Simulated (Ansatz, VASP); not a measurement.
**Two plane-wave programs on Ti3H2**

The input INCAR:

```
ALGO = Normal
EDIFF = 1E-6
EDIFFG = -0.04
ENCUT = 600
GGA = PE
IBRION = 2
ISIF = 3
ISMEAR = 0
LASPH = True
LCHARG = False
LREAL = False
LWAVE = False
NELM = 60
NSW = 90
PREC = Accurate
SIGMA = 0.1
```

KPOINTS

```
k-points
0
Gamma
  6 6 4
```

File POSCAR:

```
Ti3H2
1.0
    3.4325184011      0.0000000000      0.0000000000
   -1.7162592005      2.9726481343      0.0000000000
    0.0000000000      0.0000000000      5.3404410656
Ti H
3 2
Direct
    0.0000000000      0.0000000000      0.0000000000
    0.3333333333      0.6666666667      0.6450000000
    0.6666666667      0.3333333333      0.3550000000
    0.3333333333      0.6666666667      0.2450000000
    0.6666666667      0.3333333333      0.7550000000
```

Input for Ansatz:

```yaml
crystal:
  lattice:
    - [3.4325184011, 0.0, 0.0]
    - [-1.7162592005, 2.9726481343, 0.0]
    - [0.0, 0.0, 5.3404410656]
  atoms:
    - { symbol: Ti, position: [0.0, 0.0, 0.0] }
    - { symbol: Ti, position: [0.3333333333, 0.6666666667, 0.645] }
    - { symbol: Ti, position: [0.6666666667, 0.3333333333, 0.355] }
    - { symbol: H, position: [0.3333333333, 0.6666666667, 0.245] }
    - { symbol: H, position: [0.6666666667, 0.3333333333, 0.755] }
basis:
  ecutwfc: 420
kpoints:
  mp_grid: { grid: [6, 6, 4] }
hamiltonian:
  xc: pbe
scf:
  occupations: { method: gaussian, width: 0.1 }
  lower_state_search: "off"
output:
  forces: true
  stress: true
  eigenvalues: true
relax:
  adjacent_minimum: "off"
  f_tol: 0.04
  max_steps: 70
  cell: { stress_tol: 0.4 }
```

Alike in both runs: task relaxation of cell and atoms; functional PBE; k mesh 6 × 6 × 4; occupations gaussian, width 0.1 eV; no spin polarisation.

|  | VASP | Ansatz |
| --- | --- | --- |
| version | VASP 6.6.1 | Ansatz 0.2.0 |
| potentials or method | VASP PAW PBE potentials, release 64 (Ti_sv, H), cutoff 600 eV | scalar-relativistic, plane waves, PAW |
| valence electrons in the cell | 38 | 38 |

VASP gave:

* gap on the k mesh at the Fermi level, each at its own relaxed structure (eV): none
* relaxed volume (Å³/atom): 10.81
* relaxed length of the cell vector where the two differ most in proportion (Å): 7.251

What did Ansatz give for the same quantities?

gap on the k mesh at the Fermi level, each at its own relaxed structure (eV): none; relaxed volume (Å³/atom): 10.83; relaxed length of the cell vector where the two differ most in proportion (Å): 7.262.

A gap of «none» marks a metal or a gap that the smearing closes.
